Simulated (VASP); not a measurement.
Runs of VASP 6.6.1 on LiH (rocksalt type). The structure is that of space group Fm-3m (No. 225), or close to it. The cells are those of the table. 

```csv
task,cell,k mesh,cutoff (eV),gap on the mesh (eV)
electric field gradients,"a = 2.833, b = 2.833, c = 2.819 Å, angles 60.2, 60.2, 60.3°, 2 atoms",14 × 14 × 14,520,2.98
electric field gradients,"a = 2.776 Å, angles 60.0°, 2 atoms",14 × 14 × 14,520,2.93
relaxation of cell and atoms,"relaxed from a = 3.157 Å, angles 60.0°, 2 atoms",14 × 14 × 14,600,2.98
single point,"a = 2.776 Å, angles 60.0°, 2 atoms","14 × 14 × 14, shifted",520,3.15
single point,"a = 2.805 Å, angles 60.0°, 2 atoms",14 × 14 × 14,520,(a)
```

Alike in all rows: level PBE; potentials or basis VASP PAW PBE potentials, release 64 (Li_sv, H); no spin polarisation; smearing fermi-dirac 0.08 eV.

Estimate the missing entries.

(a) 2.96.

A k mesh can miss the band edges.
